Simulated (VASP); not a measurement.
Crystal: TaN.

```xyz
2
Lattice="2.8780 0.0000 0.0000 -1.4390 2.4924 0.0000 0.0000 0.0000 2.8241" Properties=species:S:1:pos:R:3 pbc="T T T"
Ta    0.0000    1.6616    1.4121
N     0.0000    0.0000    0.0000
```

* Program: VASP 6.6.1
* Task: relaxation of cell and atoms
* Functional: LDA
* Potentials or basis: VASP PAW LDA potentials, release 64 (Ta_pv, N)
* Cutoff: 600 eV
* k mesh: 10 × 10 × 9
* Occupations: fermi-dirac, width 0.02 eV
* Spin: no spin polarisation

At the start: pressure 14.2 GPa; volume 10.13 Å³/atom.

Problem. Where does the relaxation end?

Solution. Over 7 steps the energy falls by 15.3 meV/atom and the volume is 10.48 Å³/atom (+3.5 %); space group P-6m2 (No. 187, to 0.05 Å).

The path:
```csv
step,energy change (eV),largest force (eV/Å),pressure (GPa),volume (Å³)
1,0.0000,0.0000,14.20,20.26
2,0.1705,0.0000,-28.98,23.01
3,-0.0305,0.0000,-0.45,21.00
4,-0.0306,0.0000,-0.06,20.97
5,-0.0305,0.0000,0.22,20.96
6,-0.0306,0.0000,0.17,20.96
7,-0.0306,0.0000,0.21,20.96
```

Final structure:
```xyz
2
Lattice="2.9112 0.0000 0.0000 -1.4556 2.5212 0.0000 0.0000 0.0000 2.8557" Properties=species:S:1:pos:R:3 pbc="T T T"
Ta    0.0000    1.6808    1.4278
N     0.0000    0.0000    0.0000
```
